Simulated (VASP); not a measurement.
A run of VASP 6.6.1:

File INCAR:

```
SYSTEM = H8C2O
  PREC = Accurate
  ENCUT = 520
  EDIFF = 1E-6
  ISMEAR = -1
  SIGMA = 0.02
  LREAL = Auto
  LASPH = .TRUE.
  NELM = 120
  ALGO = Normal
  ISIF = 2
  LWAVE = .FALSE.
  LCHARG = .TRUE.
  GGA = PE
  LELF = .TRUE.
  LVHAR = .TRUE.
  NBANDS = 55
  GGA_COMPAT = .FALSE.
```

The input KPOINTS:

```
regular mesh
0
G
  1 1 1
  0 0 0
```

Contents of POSCAR:

```
H8C2O
1.0
    5.9966550000      0.0000000000      0.0000000000
    0.0000000000      5.9966550000      0.0000000000
    0.0000000000      0.0000000000      5.9966550000
H C O
24 6 3
Direct
   -0.2181382788      0.4025244074      0.0583658723
   -0.3070878682      0.4430803506     -0.0157921374
   -0.0413063616      0.2457036464      0.9924699687
    0.0570651472      0.2262928249      1.0517696949
    0.2715180380      1.3713311838      0.7683283431
    0.3588834108      1.3261393227      0.8552101130
    0.3316515624      0.4878886646      0.6013352444
    0.5907460076      0.1585550611      0.6663548261
    0.6368717227      0.2438025866      0.3718239585
    0.2734691257     -0.0023012830      0.3974048866
    0.0911341406      0.2455702387      0.4877385809
    0.3289167044      0.2696503301      0.2530410704
    0.4888058426      0.6719245980      0.2525741434
    0.1348751929      0.6106737840      0.2636469832
    0.2717681774      0.4728802974      0.0709061969
   -0.0794943181      0.6905516492     -0.1111286209
    0.1084437907      0.9323364442     -0.0279655908
    0.2350477058      0.7528030210     -0.2027463644
    0.8842262895      0.9273003033      0.0721068662
    0.7447985585      0.6858323515      0.2744863595
    0.5838088067      0.8595125116      0.4270881016
    0.8619972301      0.6654543241      0.6372552698
    1.0960777300      0.8033145145      0.4679942401
    0.8977671719      0.9112079985      0.6855988880
    0.2979994680      0.1772654922      0.4257540245
    0.5178220191      0.2515902616      0.5157375237
    0.1012064226      0.7411131706     -0.0831296781
    0.2144362149      0.6436254879      0.1034076498
    0.9179284118      0.8115691164      0.5424524172
    0.7541704500      0.8333479248      0.3664042704
    0.4784000414      0.4793505713      0.5303790196
    0.4189002035      0.7421971082      0.1221681087
    0.7942261144      0.9945044362      0.1959092194
```

Potentials or basis: VASP PAW PBE potentials, release 64 (H, C, O).

Command:

```bash
$ cat potpaw_PBE.64/H/POTCAR potpaw_PBE.64/C/POTCAR potpaw_PBE.64/O/POTCAR > POTCAR
$ mpirun -np 1 vasp_gam > vasp.out
```

Hardware: 1 thread of AMD EPYC 7R43 64-Core Processor (Zen 3) (shared host).

Q: How long does it take, and how much memory?

A: Run time: 62 s on 1 thread of AMD EPYC 7R43 64-Core Processor (Zen 3) (shared host), peak memory 0.27 GiB. Counts: scf iterations 16, k points 1.
